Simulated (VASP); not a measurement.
## Cu: single point with PBEsol

Crystal: Cu.

```xyz
1
Lattice="-1.4145 1.4145 1.4145 1.4145 -1.4145 1.4145 1.4145 1.4145 -1.4145" Properties=species:S:1:pos:R:3 pbc="T T T"
Cu    0.0000    0.0000    0.0000
```

```yaml
Program: VASP 6.6.1
Task: single point
Functional: PBEsol
Potentials_or_basis: VASP PAW PBE potentials, release 64 (Cu)
Cutoff: 600 eV
k_mesh: 10 × 10 × 10
Occupations: gaussian, width 0.1 eV
Spin: no spin polarisation
Dipole_correction: no
Further_INCAR_settings: ALGO = Normal; EDIFF = 1e-06; NBANDS = 12
```

* Pressure: 1.2 GPa

Levels at points of the mesh, in eV from the Fermi level:
| k point | band 3 | band 4 | band 5 | band 6 | band 7 | band 8 | band 9 | band 10 |
| --- | --- | --- | --- | --- | --- | --- | --- | --- |
| (0.00, 0.00, 0.00) | -3.29 | -3.29 | -2.21 | -2.21 | 25.42 | 25.42 | 25.42 | 29.36 |
| (0.50, 0.00, 0.00) | -2.25 | -2.09 | -1.43 | -0.77 | 4.52 | 17.78 | 17.99 | 21.81 |
| (0.50, 0.50, 0.50) | -1.61 | -1.61 | -1.61 | 8.30 | 8.30 | 8.30 | 13.87 | 13.87 |

Wall time 3.9 s on 1 thread of AMD EPYC 9R45 96-Core Processor (Zen 5), with other jobs on the host, peak memory 0.09 GiB.

Caveat: the PAW data sets were made with another functional, which shifts forces and pressure a little.
